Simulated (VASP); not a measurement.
# ZnInGaO4 (R3m) in VASP: single point with PBE

Aim: the single point of ZnInGaO4 with PBE.

Everything below comes from runs of VASP 6.6.1. Logs are shortened: lines on timing, memory, paths and dates and some standing lists are left out, and cuts for length are marked.

## (1) The cell of the first run

The structure is trigonal, space group R3m (No. 160). The conventional cell has a = 3.356 Å, b = 3.356 Å, c = 26.111 Å, α = 90.00°, β = 90.00°, γ = 120.00°. Within 2.6 Å of Zn (site symmetry 3m) lie 5 O at 2.00 to 2.55 Å. In (site symmetry 3m) has 6 O at 2.22 Å within 2.9 Å. Ga (site symmetry 3m) has 5 O at 1.94 to 2.00 Å within 2.6 Å. Within 2.6 Å of O (site symmetry 3m) lie 1 Zn at 2.00 Å and 3 In at 2.22 Å. Within 2.6 Å of O (site symmetry 3m) lie 1 Ga at 1.98 Å and 3 In at 2.22 Å. Within 2.6 Å of O (site symmetry 3m) lie 3 Ga at 1.94 Å and 1 Zn at 2.55 Å. O (site symmetry 3m) has 1 Ga at 2.00 Å and 3 Zn at 2.02 Å within 2.6 Å.

## (2) Single point, PBE

File INCAR:

```
SYSTEM = ZnInGaO4
PREC = Accurate ; ENCUT = 520
EDIFF = 1E-6 ; ISMEAR = 0
SIGMA = 0.02 ; LREAL = .FALSE.
LASPH = .TRUE. ; NELM = 80
ALGO = Normal ; ISIF = 2
LWAVE = .FALSE. ; LCHARG = .FALSE.
GGA = PE ; NBANDS = 40
```

File KPOINTS:

```
Automatic mesh
0
G
  9 9 9
  0 0 0
```

File POSCAR:

```
ZnInGaO4
1.0
    1.6780936180      0.9688478021      8.7036815636
   -1.6780936180      0.9688478021      8.7036815636
    0.0000000000     -1.9376956042      8.7036815636
Zn In Ga O
1 1 1 4
Direct
    0.2188056505      0.2188056505      0.2188056505
    0.0030769923      0.0030769923      0.0030769923
    0.7870520961      0.7870520961      0.7870520961
    0.2952716291      0.2952716291      0.2952716291
    0.7112322406      0.7112322406      0.7112322406
    0.1210353540      0.1210353540      0.1210353540
    0.8635270374      0.8635270374      0.8635270374
```

Potentials or basis: VASP PAW PBE potentials, release 64 (Zn, In_d, Ga_d, O).

Launch:

```
> cat potpaw_PBE.64/Zn/POTCAR potpaw_PBE.64/In_d/POTCAR potpaw_PBE.64/Ga_d/POTCAR potpaw_PBE.64/O/POTCAR > POTCAR
> mpirun -np 1 vasp_std > vasp.out
```

OUTCAR:

```text
SYSTEM = ZnInGaO4
   PREC = Accurate
   ENCUT = 520
   EDIFF = 1E-6
   ISMEAR = 0
   LREAL = .FALSE.
   LASPH = .TRUE.
   NELM = 80
   ISIF = 2
   GGA = PE

 ion  position               nearest neighbor table
   1  0.219  0.219  0.219-   4 2.00   7 2.02   7 2.02   7 2.02
   2  0.003  0.003  0.003-   4 2.22   4 2.22   4 2.22   5 2.22   5 2.22   5 2.22
   3  0.787  0.787  0.787-   6 1.94   6 1.94   6 1.94   5 1.98   7 2.00
   4  0.295  0.295  0.295-   1 2.00   2 2.22   2 2.22   2 2.22
   5  0.711  0.711  0.711-   3 1.98   2 2.22   2 2.22   2 2.22
   6  0.121  0.121  0.121-   3 1.94   3 1.94   3 1.94
   7  0.864  0.864  0.864-   3 2.00   1 2.02   1 2.02   1 2.02

  LATTYP: Found a trigonal (rhomboedric) cell.
 ALAT       =     8.9167671841
 COS(alpha) =     0.9291650629

  Lattice vectors:

 A1 = (   1.6780936180,   0.9688478021,   8.7036815636)
 A2 = (  -1.6780936180,   0.9688478021,   8.7036815636)
 A3 = (   0.0000000000,  -1.9376956042,   8.7036815636)

Analysis of symmetry for initial positions (statically):
=====================================================================
 Subroutine PRICEL returns:
 Original cell was already a primitive cell.

 Routine SETGRP: Setting up the symmetry group for a
 trigonal (rhombohedral) supercell.

 Subroutine GETGRP returns: Found  6 space group operations
 (whereof  6 operations were pure point group operations)
 out of a pool of 12 trial point group operations.

The static configuration has the point symmetry C_3v.

Analysis of symmetry for dynamics (positions and initial velocities):
=====================================================================
 Subroutine PRICEL returns:
 Original cell was already a primitive cell.

 Routine SETGRP: Setting up the symmetry group for a
 trigonal (rhombohedral) supercell.

 Subroutine GETGRP returns: Found  6 space group operations
 (whereof  6 operations were pure point group operations)
 out of a pool of 12 trial point group operations.

The dynamic configuration has the point symmetry C_3v.

 Subroutine INISYM returns: Found  6 space group operations
 (whereof  6 operations are pure point group operations),
 and found     1 'primitive' translations

----------------------------------------------------------------------------------------

                                     Primitive cell

  volume of cell :      84.9036

  direct lattice vectors                    reciprocal lattice vectors
     1.678093618  0.968847802  8.703681564     0.297957155  0.172025644  0.038297970
    -1.678093618  0.968847802  8.703681564    -0.297957155  0.172025644  0.038297970
     0.000000000 -1.937695604  8.703681564     0.000000000 -0.344051287  0.038297970

  length of vectors
     8.916767184  8.916767184  8.916767184     0.346176288  0.346176288  0.346176288

  position of ions in fractional coordinates (direct lattice)
     0.218805651  0.218805651  0.218805651
     0.003076992  0.003076992  0.003076992
     0.787052096  0.787052096  0.787052096
     0.295271629  0.295271629  0.295271629
     0.711232241  0.711232241  0.711232241
     0.121035354  0.121035354  0.121035354
     0.863527037  0.863527037  0.863527037

  ion indices of the primitive-cell ions
   primitive index   ion index
                 1           1
                 2           2
                 3           3
                 4           4
                 5           5
                 6           6
                 7           7

----------------------------------------------------------------------------------------

 KPOINTS: Automatic mesh

Automatic generation of k-mesh.
 Grid dimensions read from file:
 generate k-points for:    9    9    9

 Generating k-lattice:

  Cartesian coordinates                     Fractional coordinates (reciprocal lattice)
     0.033106351  0.019113960  0.004255330     0.111111111 -0.000000000  0.000000000
    -0.033106351  0.019113960  0.004255330    -0.000000000  0.111111111  0.000000000
     0.000000000 -0.038227921  0.004255330     0.000000000  0.000000000  0.111111111

  Length of vectors
     0.038464032  0.038464032  0.038464032

  Shift w.r.t. Gamma in fractional coordinates (k-lattice)
     0.000000000  0.000000000  0.000000000

 Subroutine IBZKPT returns following result:
 ===========================================

 Found     85 irreducible k-points:

 Following reciprocal coordinates:
            Coordinates               Weight
  0.000000  0.000000  0.000000      1.000000
  0.111111  0.000000 -0.000000      6.000000
  0.222222  0.000000  0.000000      6.000000
  0.333333 -0.000000  0.000000      6.000000
  0.444444  0.000000  0.000000      6.000000
  0.111111  0.111111 -0.000000      6.000000
[... 16 lines left out ...]
 -0.333333  0.333333  0.000000      6.000000
  0.444444  0.444444  0.000000      6.000000
 [... further k-points ...]
   k-points           NKPTS =     85   k-points in BZ     NKDIM =     85   number of bands    NBANDS=     40
   number of dos      NEDOS =    301   number of ions     NIONS =      7
   total plane-waves  NPLWV = 343000
   dimension x,y,z NGX =    70 NGY =   70 NGZ =   70
   dimension x,y,z NGXF=   140 NGYF=  140 NGZF=  140
   ions per type =               1   1   1   4
   NGX,Y,Z   is equivalent  to a cutoff of  13.05, 13.05, 13.05 a.u.
   NGXF,Y,Z  is equivalent  to a cutoff of  26.10, 26.10, 26.10 a.u.
 SYSTEM =  ZnInGaO4
   PREC   = accura    normal or accurate (medium, high low for compatibility)
   ISTART =      0    job   : 0-new  1-cont  2-samecut
   ICHARG =      2    charge: 1-file 2-atom 10-const
   ISPIN  =      1    spin polarized calculation?
   LNONCOLLINEAR =      F non collinear calculations
   LSORBIT =      F    spin-orbit coupling
   LASPH  =      T    aspherical Exc in radial PAW
   ENCUT  =  520.0 eV  38.22 Ry    6.18 a.u.  16.58 16.58 16.58*2*pi/ulx,y,z
   NELM   =     80;   NELMIN=  2; NELMDL= -5     # of ELM steps
   EDIFF  = 0.1E-05   stopping-criterion for ELM
   LREAL  =      F    real-space projection
   EDIFFG = 0.1E-04   stopping-criterion for IOM
   NSW    =      0    number of steps for IOM
   IBRION =     -1    ionic relax: 0-MD 1-quasi-New 2-CG
   NFREE  =      0    steps in history (QN), initial steepest desc. (CG)
   ISIF   =      2    stress and relaxation
   ISYM   =      2    0-nonsym 1-usesym 2-fastsym
   POTIM  = 0.5000    time-step for ionic-motion
   TEBEG  =    0.0;   TEEND  =   0.0 temperature during run
   PSTRESS=    0.0 pullay stress
   NELECT =      62.0000    total number of electrons
   NUPDOWN=      -1.0000    fix difference up-down
   EMIN   =  10.00;   EMAX   =-10.00  energy-range for DOS
   EFERMI =   0.00;   METHOD = LEGACY
   ISMEAR =     0;   SIGMA  =   0.02  broadening in eV -4-tet -1-fermi 0-gaus
   EFERMI_NEDOS =   21; number of points for ismear=-14 and -15
   IALGO  =     38    algorithm
   IMIX   =      4    mixing-type and parameters
     AMIX     =   0.40;   BMIX     =  1.00
     AMIX_MAG =   1.60;   BMIX_MAG =  1.00
  volume/ion in A,a.u.               =      12.13        81.85
  Fermi-wavevector in a.u.,A,eV,Ry     =   1.474224  2.785879 29.570026  2.173336
  Thomas-Fermi vector in A             =   2.589021
   LORBIT       =      0    0 simple, 1 ext, 2 COOP (PROOUT), +10 PAW based schemes
   GGA     = PE    functional components
   LHFCALC =     F    Hartree Fock is set to
   AEXX    =    0.0000 exact exchange contribution
   IVDW    =     0    specifies the selected vdW correction
   LEPSILON=     F    determine dielectric tensor
   LRPA    =     F    only Hartree local field effects (RPA)
 non-spin polarized calculation
 Gauss-broadening in eV      SIGMA  =   0.02
  energy-cutoff  :      520.00
  volume of cell :       84.90
 maximum number of plane-waves:      2302
 NGX is ok and might be reduce to    70
   NGX = 33   NGY = 33   NGZ = 33

 number of electron      62.0000007 magnetization

 Free energy of the ion-electron system (eV)
  ---------------------------------------------------
  ext. energy  EPLUGINS =         0.00000000
  ---------------------------------------------------
  free energy    TOTEN  =       -37.81204273 eV

  energy without entropy =      -37.81204273  energy(sigma->0) =      -37.81204273

 E-fermi :   3.7412     XC(G=0): -11.0281

 val. band max:        3.5892128629   @ k =   0.0000   0.0000   0.0000
 cond. band min:       4.6840787849   @ k =   0.0000   0.0000   0.0000
 fundamental gap:      1.0948659221
 Fermi energy:         3.7412002919

 k-point     1 :       0.0000    0.0000    0.0000
  band No.  band energies     occupation
      1     -14.8829      2.00000
      2     -13.9867      2.00000
      3     -13.4222      2.00000
      4     -13.0021      2.00000
      5      -9.7415      2.00000
      6      -9.7415      2.00000
[... 32 lines left out ...]
     39      15.6871      0.00000
     40      15.6872      0.00000

 k-point     2 :       0.1111    0.0000   -0.0000
  band No.  band energies     occupation
      1     -14.8096      2.00000
      2     -13.9235      2.00000
      3     -13.3945      2.00000
      4     -13.0557      2.00000
      5      -9.7204      2.00000
      6      -9.7166      2.00000
[... 32 lines left out ...]
     39      15.0398      0.00000
     40      15.6424      0.00000

 k-point     3 :       0.2222    0.0000    0.0000
  band No.  band energies     occupation
      1     -14.6166      2.00000
      2     -13.7673      2.00000
      3     -13.3379      2.00000
      4     -13.1623      2.00000
      5      -9.6520      2.00000
      6      -9.6479      2.00000
[... 32 lines left out ...]
     39      14.8284      0.00000
     40      14.9980      0.00000

 k-point     4 :       0.3333   -0.0000    0.0000
  band No.  band energies     occupation
      1     -14.3804      2.00000
      2     -13.6388      2.00000
      3     -13.3135      2.00000
      4     -13.1788      2.00000
      5      -9.5761      2.00000
      6      -9.5159      2.00000
[... 32 lines left out ...]
     39      14.9053      0.00000
     40      15.6989      0.00000
[... 772 lines left out ...]
     39      14.1320      0.00000
     40      14.2031      0.00000

 k-point    23 :      -0.3333    0.3333    0.0000
  band No.  band energies     occupation
      1     -14.0821      2.00000
      2     -13.6029      2.00000
      3     -13.3032      2.00000
      4     -13.1112      2.00000
      5      -9.5180      2.00000
      6      -9.4320      2.00000
[... 32 lines left out ...]
     39      13.6403      0.00000
     40      13.8758      0.00000

 k-point    24 :       0.4444    0.4444    0.0000
  band No.  band energies     occupation
      1     -14.2074      2.00000
      2     -13.6434      2.00000
      3     -13.2959      2.00000
      4     -13.1014      2.00000
      5      -9.5249      2.00000
      6      -9.4444      2.00000
[... 32 lines left out ...]
     39      14.2797      0.00000
     40      15.8086      0.00000

 [... further k-points ...]
[... 5 lines left out ...]
  --------------------------------------------------------------------------------------
  -------------------------------------------------------------------------------------
  Total        0.3185043      0.3185043      0.3388322      0.0000000      0.0000000     -0.0000000
  in kB        6.0103517      6.0103517      6.3939507      0.0000000      0.0000000     -0.0000000
  external PRESSURE =       6.1382180 kB  Pullay stress =       0.0000000 kB

 VOLUME and BASIS-vectors are now :
 -----------------------------------------------------------------------------
  energy-cutoff  :      520.00
  volume of cell :       84.90
      direct lattice vectors                 reciprocal lattice vectors
     1.678093618  0.968847802  8.703681564     0.297957155  0.172025644  0.038297970
    -1.678093618  0.968847802  8.703681564    -0.297957155  0.172025644  0.038297970
     0.000000000 -1.937695604  8.703681564     0.000000000 -0.344051287  0.038297970

 POSITION                                       TOTAL-FORCE (eV/Angst)
 -----------------------------------------------------------------------------------
      0.00000      0.00000      5.71324         0.000000     -0.000000     -0.000559
      0.00000      0.00000      0.08034         0.000000     -0.000000      0.000928
      0.00000      0.00000     20.55075         0.000000      0.000000     -0.003975
      0.00000      0.00000      7.70985         0.000000      0.000000      0.017517
      0.00000      0.00000     18.57102         0.000000     -0.000000     -0.006806
      0.00000      0.00000      3.16036         0.000000     -0.000000     -0.002956
      0.00000      0.00000     22.54759         0.000000     -0.000000     -0.004148
 -----------------------------------------------------------------------------------
    total drift:                                0.000000     -0.000000     -0.000059

  FREE ENERGIE OF THE ION-ELECTRON SYSTEM (eV)
  ---------------------------------------------------
  free  energy   TOTEN  =       -37.8120427308 eV

  energy  without entropy=      -37.8120427308  energy(sigma->0) =      -37.81204273
```

Wall time 28 min (1 thread of AMD EPYC 9R45 (Zen 5), shared host); peak memory 0.85 GiB.

What came out:

- Free energy: -37.8120 eV
- Pressure: 0.6 GPa
- Largest force: 0.018 eV/Å
- Band gap on the k mesh: 1.09 eV, direct

Forces on the atoms (eV/Å):
```
Zn   0.000  0.000 -0.001
In   0.000  0.000  0.001
Ga   0.000  0.000 -0.004
O    0.000  0.000  0.018
O    0.000  0.000 -0.007
O    0.000  0.000 -0.003
O    0.000  0.000 -0.004
```

Caveat: spin-orbit coupling is left out, which moves the levels of the heavy elements. As with any semilocal functional, this PBE gap is likely too small.
